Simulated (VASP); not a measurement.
Al2P3:

```xyz
5
Lattice="4.0539 0.0000 0.0000 -2.0270 3.5108 0.0000 0.0000 0.0000 6.9227" Properties=species:S:1:pos:R:3 pbc="T T T"
Al    0.0000    2.3405    0.0000
Al    2.0270    1.1703    0.0000
P     0.0000    0.0000    1.9480
P     0.0000    0.0000    4.9747
P     0.0000    0.0000    0.0000
```

| Property | Result |
| --- | --- |
| Program | VASP 6.6.1 |
| Task | relaxation of cell and atoms |
| Functional | PBE |
| Potentials or basis | VASP PAW PBE potentials, release 64 (Al, P) |
| Cutoff | 600 eV |
| k mesh | 6 × 6 × 4 |
| Occupations | gaussian, width 0.1 eV |
| Spin | no spin polarisation |

At the start: pressure 23.4 GPa; volume 19.71 Å³/atom.

**Question.** How do energy, volume and symmetry change on relaxing?

**Answer.** Over 34 steps the energy falls by 575.6 meV/atom and the volume is 24.18 Å³/atom (+22.7 %); space group P6/mmm (No. 191, to 0.05 Å).

Step by step:
```csv
step,energy change (eV),largest force (eV/Å),pressure (GPa),volume (Å³)
1,0.0000,3.8078,23.38,98.53
2,-1.0305,0.9136,-6.32,145.49
3,-1.6716,0.4169,0.28,122.32
4,-1.9668,0.4552,-0.66,127.39
5,-1.9828,0.4250,-0.22,128.95
6,-1.9624,0.6419,1.11,131.88
7,-1.9852,0.4160,0.02,129.51
8,-1.9857,0.4146,0.21,129.94
9,-1.9999,0.3521,-0.59,130.96
10,-2.0134,0.3946,-1.82,132.76
11,-2.0410,0.8337,-3.58,136.39
12,-2.1485,1.2328,-5.10,143.77
13,-0.0839,13.2876,3.67,159.00
14,-2.1474,1.2194,-5.10,144.09
15,-2.1364,0.2028,-4.38,149.04
16,-2.1609,1.1205,-5.06,145.36
17,-2.1667,0.9310,-4.92,146.64
18,-2.1682,0.9076,-4.90,146.70
19,-2.1721,0.8307,-4.83,146.91
20,-2.1758,0.6408,-4.67,147.31
21,-2.1804,0.6415,-4.66,147.16
22,-2.1942,0.6435,-4.64,146.72
23,-2.2219,0.6472,-4.60,145.84
24,-2.2768,0.6528,-4.50,144.09
25,-2.3841,0.6527,-4.20,140.63
26,-2.5763,0.6077,-3.17,133.87
27,-2.7897,0.3772,0.43,120.97
28,-2.7944,0.3261,1.31,118.68
29,-2.8462,0.3780,1.29,117.63
30,-2.8534,0.3973,1.32,117.07
31,-2.8663,0.3046,0.83,118.29
32,-2.8777,0.0784,-0.23,121.26
33,-2.8778,0.0941,-0.16,121.05
34,-2.8782,0.0115,-0.03,120.88
```

Final structure:
```
Al P
1.0
     4.53186    0.00000    0.00000
    -2.26593    3.92470    0.00000
     0.00000    0.00000    6.79601
Al P
2 3
Direct
  0.33333 0.66667 0.00000
  0.66667 0.33333 0.00000
  0.00000 0.00000 0.34960
  0.00000 0.00000 0.65040
  0.00000 0.00000 0.00000
```

Caveat: the volume moved by over 15 % at a fixed basis, so the end points are rough; this functional lacks dispersion, which binds the layers, so the pressure and a relaxed spacing across them are unreliable.
